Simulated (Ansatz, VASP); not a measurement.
# SiC in VASP and in Ansatz

```
Si C
1.0
     0.00000    2.12982    2.12982
     2.12982    0.00000    2.12982
     2.12982    2.12982    0.00000
Si C
1 1
Cartesian
  0.0000 0.0000 0.0000
  1.0649 1.0649 1.0649
```

Alike in both runs: task single point; functional PBE; k mesh 18 × 18 × 18; occupations gaussian, width 0.05 eV; no spin polarisation.

```csv
,VASP,Ansatz
version,VASP 6.6.1,Ansatz 0.2.0
potentials or method,"VASP PAW PBE potentials, release 64 (Si, C), cutoff 520 eV","scalar-relativistic, plane waves, PAW"
valence electrons in the cell,8,8
```

VASP gave:

```
gap on the k mesh at the Fermi level (eV) : 1.29
least direct gap on the mesh (eV)         : 4.61
pressure (GPa)                            : 20.8
```

What did Ansatz give for the same quantities?

gap on the k mesh at the Fermi level (eV): 1.29; least direct gap on the mesh (eV): 4.61; pressure (GPa): 20.9.
